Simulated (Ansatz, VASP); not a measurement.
## Cu in VASP and in Ansatz

```
Cu
1.0
     2.32862    0.00000    0.00000
     0.00000    2.32862    0.00000
     0.00000    0.00000    2.32862
Cu
1
Cartesian
  0.0000 0.0000 0.0000
```

Alike in both runs: task single point; functional revPBE; k mesh 14 × 14 × 14; occupations fermi-dirac, width 0.1 eV; no spin polarisation.

|  | VASP | Ansatz |
| --- | --- | --- |
| version | VASP 6.6.1 | Ansatz 0.2.0 |
| potentials or method | VASP PAW PBE potentials, release 64 (Cu), cutoff 520 eV | plane waves (420 eV) with PAW, scalar-relativistic |
| valence electrons in the cell | 11 | 19 |

```tsv
	VASP	Ansatz	Ansatz less VASP
pressure (GPa)	16.8	16.2	-0.65
```

VASP's potentials were made for PBE, not for revPBE. VASP's potentials hold 11 valence electrons a cell and Ansatz's 19, so a difference there can come from the potentials and not from the codes.
